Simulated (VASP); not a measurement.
Set up this calculation in VASP 6.6.1, as the native input.

```
Task                   : relaxation of cell and atoms
Functional             : PBE
Potentials or basis    : VASP PAW PBE potentials, release 64 (Zn, Cd, O)
Cutoff                 : 600 eV
k mesh                 : 8 × 8 × 10
Occupations            : gaussian, width 0.1 eV
Spin                   : no spin polarisation
Dipole correction      : no
Further INCAR settings : ALGO = Normal; EDIFF = 1e-07; IBRION = 2; EDIFFG = -0.01; NSW = 100; ISIF = 3
```

The structure of Zn3CdO lies in POSCAR:

```
Zn3CdO
1.0
    2.4821257935     -5.0349431581      0.0000000000
    2.4821257935      5.0349431581      0.0000000000
    0.0000000000      0.0000000000      3.7432986680
Zn Cd O
3 1 1
Direct
    0.0000000000      0.5000000000      0.5000000000
    0.5000000000      0.0000000000      0.5000000000
    0.5000000000      0.5000000000      0.5000000000
    0.0000000000      0.0000000000      0.0000000000
    0.5000000000      0.5000000000      0.0000000000
```

The cell was generated, and may not be a known phase.

These files were run (other wordings do the same):

INCAR

```
SYSTEM = Zn3CdO
PREC = Accurate ; ENCUT = 600
EDIFF = 1E-7 ; ISMEAR = 0
SIGMA = 0.1 ; LREAL = .FALSE.
LASPH = .TRUE. ; NELM = 120
ALGO = Normal ; ISIF = 3
LWAVE = .FALSE. ; LCHARG = .FALSE.
GGA = PE ; IBRION = 2
NSW = 100 ; EDIFFG = -0.01
GGA_COMPAT = .FALSE. ; NELMIN = 4
```

KPOINTS

```
Automatic mesh
0
G
  8 8 10
  0 0 0
```

Potentials or basis: VASP PAW PBE potentials, release 64 (Zn, Cd, O).

Command:

```bash
$ cat potpaw_PBE.64/Zn/POTCAR potpaw_PBE.64/Cd/POTCAR potpaw_PBE.64/O/POTCAR > POTCAR
$ mpirun -np 1 vasp_std > vasp.out
```

It gave:

The relaxed volume is 18.47 Å³/atom and the relaxed cell is a = 5.457 Å, b = 5.457 Å, c = 3.820 Å, α = 90.00°, β = 90.00°, γ = 125.69°. The space group after relaxing (to 0.1 Å) is Cmmm (No. 65), the energy gained by relaxing is 3.7 meV/atom and the ionic steps are 12. The pressure after relaxing is 0.0 GPa and the band gap on the k mesh is zero (bands 27 and 28 overlap by 1.05 eV).

Wall time 110 min on 1 thread of Oxide Virtual Turin-like Processor, with other jobs on the host, peak memory 0.56 GiB.
